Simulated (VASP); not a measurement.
# ScHg (Pm-3m) in VASP: a series of runs

The runs below take ScHg through single point, with LDA.

Program: VASP 6.6.1. These are calculated values, not measurements. Logs are shortened: lines on timing, memory, paths and dates and some standing lists are left out, and cuts for length are marked.

### Step 1. The cell of the first run

It takes space group Pm-3m (No. 221, cubic). Conventional cell: a = 3.426 Å, b = 3.426 Å, c = 3.426 Å, α = 90.00°, β = 90.00°, γ = 90.00°. Sc (site symmetry m-3m) has 8 Hg at 2.97 Å and 6 Sc at 3.43 Å within 3.9 Å. Hg (site symmetry m-3m) has 8 Sc at 2.97 Å and 6 Hg at 3.43 Å within 3.9 Å.

### Step 2. Single point, LDA, non-collinear spin, zero start, spin-orbit coupling

Input file INCAR:

```
SYSTEM = ScHg
PREC = Accurate
ENCUT = 520
EDIFF = 1E-6
ISMEAR = -1
SIGMA = 0.05
LREAL = .False.
LASPH = .True.
NELM = 150
ALGO = Normal
ISIF = 2
LWAVE = .False.
LCHARG = .False.
MAGMOM = 0 0 0 0 0 0
LORBIT = 11
LSORBIT = .True.
GGA_COMPAT = .False.
LORBMOM = .True.
LMAXMIX = 4
NBANDS = 35
```

Input file KPOINTS:

```
Automatic mesh
0
Gamma
  10 10 10
  0 0 0
```

Input file POSCAR:

```
ScHg
1.0
    3.4260503467      0.0000000000      0.0000000000
    0.0000000000      3.4260503467      0.0000000000
    0.0000000000      0.0000000000      3.4260503467
Sc Hg
1 1
Direct
    0.5000000000      0.5000000000      0.5000000000
    0.0000000000      0.0000000000      0.0000000000
```

Potentials or basis: VASP PAW LDA potentials, release 64 (Sc_sv, Hg).

Command:

```console
> cat potpaw_LDA.64/Sc_sv/POTCAR potpaw_LDA.64/Hg/POTCAR > POTCAR
> mpirun -np 1 vasp_ncl > vasp.out
```

OUTCAR:

```text
SYSTEM = ScHg
   PREC = Accurate
   ENCUT = 520
   EDIFF = 1E-6
   ISMEAR = -1
   LREAL = .False.
   LASPH = .True.
   NELM = 150
   ISIF = 2
   LORBIT = 11
   LSORBIT = .True.

 ion  position               nearest neighbor table
   1  0.500  0.500  0.500-   2 2.97   2 2.97   2 2.97   2 2.97   2 2.97   2 2.97   2 2.97   2 2.97

   2  0.000  0.000  0.000-   1 2.97   1 2.97   1 2.97   1 2.97   1 2.97   1 2.97   1 2.97   1 2.97

  LATTYP: Found a simple cubic cell.
 ALAT       =     3.4260503467

  Lattice vectors:

 A1 = (   3.4260503467,   0.0000000000,   0.0000000000)
 A2 = (   0.0000000000,   3.4260503467,   0.0000000000)
 A3 = (   0.0000000000,   0.0000000000,   3.4260503467)

Analysis of symmetry for initial positions (statically):
=====================================================================
 Subroutine PRICEL returns:
 Original cell was already a primitive cell.

 Routine SETGRP: Setting up the symmetry group for a
 simple cubic supercell.

 Subroutine GETGRP returns: Found 48 space group operations
 (whereof 48 operations were pure point group operations)
 out of a pool of 48 trial point group operations.

The static configuration has the point symmetry O_h .

Analysis of symmetry for dynamics (positions and initial velocities):
=====================================================================
 Subroutine PRICEL returns:
 Original cell was already a primitive cell.

 Routine SETGRP: Setting up the symmetry group for a
 simple cubic supercell.

 Subroutine GETGRP returns: Found 48 space group operations
 (whereof 48 operations were pure point group operations)
 out of a pool of 48 trial point group operations.

The dynamic configuration has the point symmetry O_h .

Analysis of structural, dynamic, and magnetic symmetry:
=====================================================================
 Subroutine PRICEL returns:
 Original cell was already a primitive cell.

 Routine SETGRP: Setting up the symmetry group for a
 simple cubic supercell.

 Subroutine GETGRP returns: Found 48 space group operations
 (whereof 48 operations were pure point group operations)
 out of a pool of 48 trial point group operations.

The overall configuration has the point symmetry O_h .

 Subroutine INISYM returns: Found 48 space group operations
 (whereof 48 operations are pure point group operations),
 and found     1 'primitive' translations

----------------------------------------------------------------------------------------

                                     Primitive cell

  volume of cell :      40.2144

  direct lattice vectors                    reciprocal lattice vectors
     3.426050347  0.000000000  0.000000000     0.291881292  0.000000000  0.000000000
     0.000000000  3.426050347  0.000000000     0.000000000  0.291881292  0.000000000
     0.000000000  0.000000000  3.426050347     0.000000000  0.000000000  0.291881292

  length of vectors
     3.426050347  3.426050347  3.426050347     0.291881292  0.291881292  0.291881292

  position of ions in fractional coordinates (direct lattice)
     0.500000000  0.500000000  0.500000000
     0.000000000  0.000000000  0.000000000

  ion indices of the primitive-cell ions
   primitive index   ion index
                 1           1
                 2           2

----------------------------------------------------------------------------------------

 KPOINTS: Automatic mesh

Automatic generation of k-mesh.
 Grid dimensions read from file:
 generate k-points for:   10   10   10

 Generating k-lattice:

  Cartesian coordinates                     Fractional coordinates (reciprocal lattice)
     0.029188129  0.000000000  0.000000000     0.100000000  0.000000000  0.000000000
     0.000000000  0.029188129  0.000000000     0.000000000  0.100000000  0.000000000
     0.000000000  0.000000000  0.029188129     0.000000000  0.000000000  0.100000000

  Length of vectors
     0.029188129  0.029188129  0.029188129

  Shift w.r.t. Gamma in fractional coordinates (k-lattice)
     0.000000000  0.000000000  0.000000000

 Subroutine IBZKPT returns following result:
 ===========================================

 Found     56 irreducible k-points:

 Following reciprocal coordinates:
            Coordinates               Weight
  0.000000  0.000000  0.000000      1.000000
  0.100000  0.000000  0.000000      6.000000
  0.200000  0.000000  0.000000      6.000000
  0.300000  0.000000  0.000000      6.000000
  0.400000  0.000000  0.000000      6.000000
  0.500000  0.000000  0.000000      3.000000
[... 16 lines left out ...]
  0.200000  0.100000  0.100000     24.000000
  0.300000  0.100000  0.100000     24.000000
 [... further k-points ...]
   k-points           NKPTS =     56   k-points in BZ     NKDIM =     56   number of bands    NBANDS=     35
   number of dos      NEDOS =    301   number of ions     NIONS =      2
   total plane-waves  NPLWV =  21952
   dimension x,y,z NGX =    28 NGY =   28 NGZ =   28
[... 28 lines left out ...]
   EFERMI =   0.00;   METHOD = LEGACY
   ISMEAR =    -1;   SIGMA  =   0.05  broadening in eV -4-tet -1-fermi 0-gaus
   EFERMI_NEDOS =   21; number of points for ismear=-14 and -15
   IALGO  =     38    algorithm
   IMIX   =      4    mixing-type and parameters
     AMIX     =   0.40;   BMIX     =  1.00
     AMIX_MAG =   1.60;   BMIX_MAG =  1.00
  volume/ion in A,a.u.               =      20.11       135.69
  Fermi-wavevector in a.u.,A,eV,Ry     =   1.358909  2.567966 25.124976  1.846634
  Thomas-Fermi vector in A             =   2.485702
   LORBIT       =     11    0 simple, 1 ext, 2 COOP (PROOUT), +10 PAW based schemes
   GGA     = CA    functional components
   LHFCALC =     F    Hartree Fock is set to
   AEXX    =    0.0000 exact exchange contribution
   IVDW    =     0    specifies the selected vdW correction
   LEPSILON=     F    determine dielectric tensor
   LRPA    =     F    only Hartree local field effects (RPA)
  energy-cutoff  :      520.00
  volume of cell :       40.21
 maximum number of plane-waves:      2216
 NGX is ok and might be reduce to    28
   NGX = 13   NGY = 13   NGZ = 13

 number of electron      22.9999995 magnetization       0.0000000      0.0000000     -0.0000000

 number of electron      22.9999995 magnetization       0.0000000      0.0000000      0.0000000

 number of electron      22.9999995 magnetization      -0.0000000     -0.0000000      0.0000000

 number of electron      22.9999995 magnetization      -0.0000000     -0.0000000     -0.0000000

 Free energy of the ion-electron system (eV)
  ---------------------------------------------------
  ext. energy  EPLUGINS =         0.00000000
  ---------------------------------------------------
  free energy    TOTEN  =        -9.22579764 eV

  energy without entropy =       -9.20670818  energy(sigma->0) =       -9.21625291

 E-fermi :   4.7205     XC(G=0): -11.5496

 val. band max:        4.6789733070   @ k =   0.4000   0.0000   0.0000
 cond. band min:       4.7508609806   @ k =   0.5000   0.1000   0.0000
 fundamental gap:      0.0718876736
 Fermi energy:         4.7205120149

 k-point     1 :       0.0000    0.0000    0.0000
  band No.  band energies     occupation
      1     -44.6441      1.00000
      2     -44.6441      1.00000
      3     -23.8975      1.00000
      4     -23.8975      1.00000
      5     -23.3877      1.00000
      6     -23.3877      1.00000
[... 901 lines left out ...]
     34      11.3565      0.00000
     35      12.3637      0.00000

 [... further k-points ...]

------------------------ aborting loop because EDIFF is reached ----------------------------------------

  FORCE on cell =-STRESS in cart. coord.  units (eV):
  Direction    XX          YY          ZZ          XY          YZ          ZX
  --------------------------------------------------------------------------------------
  -------------------------------------------------------------------------------------
  Total       -0.0036512     -0.0036512     -0.0036512     -0.0000000     -0.0000000      0.0000000
  in kB       -0.1454676     -0.1454676     -0.1454676     -0.0000000     -0.0000000      0.0000000
  external PRESSURE =      -0.1454676 kB  Pullay stress =       0.0000000 kB

 VOLUME and BASIS-vectors are now :
 -----------------------------------------------------------------------------
  energy-cutoff  :      520.00
  volume of cell :       40.21
      direct lattice vectors                 reciprocal lattice vectors
     3.426050347  0.000000000  0.000000000     0.291881292  0.000000000  0.000000000
     0.000000000  3.426050347  0.000000000     0.000000000  0.291881292  0.000000000
     0.000000000  0.000000000  3.426050347     0.000000000  0.000000000  0.291881292

 POSITION                                       TOTAL-FORCE (eV/Angst)
 -----------------------------------------------------------------------------------
      1.71303      1.71303      1.71303         0.000000      0.000000      0.000000
      0.00000      0.00000      0.00000         0.000000      0.000000      0.000000
 -----------------------------------------------------------------------------------
    total drift:                                0.000000      0.000000      0.000000

  FREE ENERGIE OF THE ION-ELECTRON SYSTEM (eV)
  ---------------------------------------------------
  free  energy   TOTEN  =        -9.2257976406 eV

  energy  without entropy=       -9.2067081814  energy(sigma->0) =       -9.21625291

 orbital moment (x)

 # of ion     p       d       tot
 ----------------------------------------
  1         0.000  -0.000  -0.000
  2         0.000   0.000   0.000
 ----------------------------------------
            0.000  -0.000  -0.000

 orbital moment (y)

 # of ion     p       d       tot
 ----------------------------------------
  1         0.000  -0.000  -0.000
  2         0.000  -0.000  -0.000
 ----------------------------------------
            0.000  -0.000  -0.000

 orbital moment (z)

 # of ion     p       d       tot
 ----------------------------------------
  1         0.000   0.000   0.000
  2         0.000   0.000   0.000
 ----------------------------------------
            0.000   0.000   0.000

 Spin-Orbit-Coupling matrix elements

 Ion:    1  E_soc:     -0.0072392
 l=   1
     0.0000000    -0.0012558    -0.0012558
    -0.0012558     0.0000000    -0.0012558
    -0.0012558    -0.0012558     0.0000000
 l=   2
     0.0000000    -0.0000383     0.0000000    -0.0000383     0.0000875
    -0.0000383     0.0000000     0.0000656    -0.0000383     0.0000219
     0.0000000     0.0000656     0.0000000     0.0000656     0.0000000
    -0.0000383    -0.0000383     0.0000656     0.0000000     0.0000219
     0.0000875     0.0000219     0.0000000     0.0000219     0.0000000
 l=   3
     0.0000000     0.0000000     0.0000000     0.0000000     0.0000000     0.0000000     0.0000000
     0.0000000     0.0000000     0.0000000     0.0000000     0.0000000     0.0000000     0.0000000
     0.0000000     0.0000000     0.0000000     0.0000000     0.0000000     0.0000000     0.0000000
     0.0000000     0.0000000     0.0000000     0.0000000     0.0000000     0.0000000     0.0000000
     0.0000000     0.0000000     0.0000000     0.0000000     0.0000000     0.0000000     0.0000000
     0.0000000     0.0000000     0.0000000     0.0000000     0.0000000     0.0000000     0.0000000
     0.0000000     0.0000000     0.0000000     0.0000000     0.0000000     0.0000000     0.0000000

 Ion:    2  E_soc:     -0.7454878
 l=   1
     0.0000000    -0.0498374    -0.0498374
    -0.0498374     0.0000000    -0.0498374
    -0.0498374    -0.0498374     0.0000000
 l=   2
     0.0000000    -0.0154767     0.0000000    -0.0154767    -0.0589338
    -0.0154767     0.0000000    -0.0442004    -0.0154767    -0.0147335
     0.0000000    -0.0442004     0.0000000    -0.0442004     0.0000000
    -0.0154767    -0.0154767    -0.0442004     0.0000000    -0.0147335
    -0.0589338    -0.0147335     0.0000000    -0.0147335     0.0000000
 l=   3
     0.0000000     0.0000000     0.0000000     0.0000000     0.0000000     0.0000000     0.0000000
     0.0000000     0.0000000     0.0000000     0.0000000     0.0000000     0.0000000     0.0000000
     0.0000000     0.0000000     0.0000000     0.0000000     0.0000000     0.0000000     0.0000000
     0.0000000     0.0000000     0.0000000     0.0000000     0.0000000     0.0000000     0.0000000
     0.0000000     0.0000000     0.0000000     0.0000000     0.0000000     0.0000000     0.0000000
     0.0000000     0.0000000     0.0000000     0.0000000     0.0000000     0.0000000     0.0000000
     0.0000000     0.0000000     0.0000000     0.0000000     0.0000000     0.0000000     0.0000000

 total charge

# of ion       s       p       d       tot
------------------------------------------
    1        2.214   6.144   1.037   9.395
    2        0.891   0.596   9.209  10.696
--------------------------------------------------
tot          3.105   6.740  10.246  20.091

 magnetization (x)

# of ion       s       p       d       tot
------------------------------------------
    1        0.000   0.000   0.000   0.000
    2        0.000   0.000  -0.000   0.000
--------------------------------------------------
tot          0.000   0.000   0.000   0.000

 magnetization (y)

# of ion       s       p       d       tot
------------------------------------------
    1        0.000   0.000   0.000   0.000
    2        0.000   0.000  -0.000  -0.000
--------------------------------------------------
tot          0.000   0.000  -0.000   0.000

 magnetization (z)

# of ion       s       p       d       tot
------------------------------------------
    1       -0.000   0.000   0.000   0.000
    2        0.000   0.000  -0.000   0.000
--------------------------------------------------
tot         -0.000   0.000   0.000   0.000
```

Run time: 1.7 min. Hardware: 1 thread of Intel Xeon 6975P-C (Granite Rapids), shared host; peak memory 0.28 GiB.

What came out:

```yaml
Free_energy: -9.2258 eV
Pressure: 0.0 GPa
Net_moment: 0.00 μB per cell
Valence_electrons_inside_the_program's_atomic_spheres: Sc 9.39; Hg 10.70
```

Moments on the atoms (μB; x, y, z):
```
Sc  0.00 0.00 0.00
Hg  0.00 0.00 0.00
```

### Step 3. Single point, LDA, non-collinear spin, zero start, spin-orbit coupling

Input file INCAR:

```
SYSTEM = ScHg
PREC     = Accurate       ! precision mode
ENCUT    = 520            ! plane-wave cutoff, eV
EDIFF    = 1E-6           ! SCF threshold, eV
ISMEAR   = -4             ! smearing method
SIGMA    = 0.1            ! smearing width, eV
LREAL    = .False.        ! projectors in reciprocal space
LASPH    = .True.         ! aspherical terms in the spheres
NELM     = 150            ! most SCF steps
ALGO     = Normal         ! electronic algorithm
ISIF     = 2              ! what is computed and relaxed
LWAVE    = .False.        ! write WAVECAR
LCHARG   = .True.         ! write CHGCAR
MAGMOM   = 0 0 0 0 0 0    ! initial moments
LORBIT   = 11             ! projections on sites
LSORBIT  = .True.         ! spin-orbit coupling
GGA_COMPAT= .False.      
LORBMOM  = .True.       
LMAXMIX  = 4              ! l up to which the mixer works
GGA      = CA             ! functional
LVHAR    = .True.       
NBANDS   = 35             ! bands
```

Input file KPOINTS:

```
regular mesh
0
Gamma
  10 10 10
  0 0 0
```

POSCAR is that of step 2.

Potentials or basis: VASP PAW LDA potentials, release 64 (Sc_sv, Hg).

Command:

```console
> cat potpaw_LDA.64/Sc_sv/POTCAR potpaw_LDA.64/Hg/POTCAR > POTCAR
> mpirun -np 1 vasp_ncl > vasp.out
```

It took 2.1 min on 1 thread of Intel Xeon 6975P-C (Granite Rapids), shared host; peak memory 0.28 GiB.

It converged, with:

```yaml
Free_energy: -9.1894 eV
Pressure: 0.1 GPa
Net_moment: 0.00 μB per cell
Valence_electrons_inside_the_program's_atomic_spheres: Sc 9.40; Hg 10.70
```

Moments on the atoms (μB; x, y, z):
```
Sc  0.00 0.00 0.00
Hg  0.00 0.00 0.00
```
